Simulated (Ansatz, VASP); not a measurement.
# One calculation of InAs, two programs

```
In As
1.0
     0.00000    3.05356    3.05356
     3.05356    0.00000    3.05356
     3.05356    3.05356    0.00000
In As
1 1
Direct
  0.75000 0.75000 0.75000
  0.00000 0.00000 0.00000
```

Alike in both runs: task relaxation of cell and atoms; functional PBE; k mesh 12 × 12 × 12; occupations gaussian, width 0.1 eV; no spin polarisation.

|  | VASP | Ansatz |
| --- | --- | --- |
| version | VASP 6.6.1 | Ansatz 0.2.0 |
| potentials or method | VASP PAW PBE potentials, release 64 (In_d, As), cutoff 600 eV | scalar-relativistic, plane waves, PAW |
| valence electrons in the cell | 18 | 28 |

```tsv
	VASP	Ansatz	Ansatz less VASP
gap on the k mesh at the Fermi level, each at its own relaxed structure (eV)	none	none	-
relaxed volume (Å³/atom)	29.63	29.62	-0.004
relaxed cell length with the largest relative difference (Å)	4.376	4.376	-0.0002
```

A gap of «none» marks a metal or a gap that the smearing closes. VASP's potentials hold 18 valence electrons a cell and Ansatz's 28, so a difference there can come from the potentials and not from the codes.
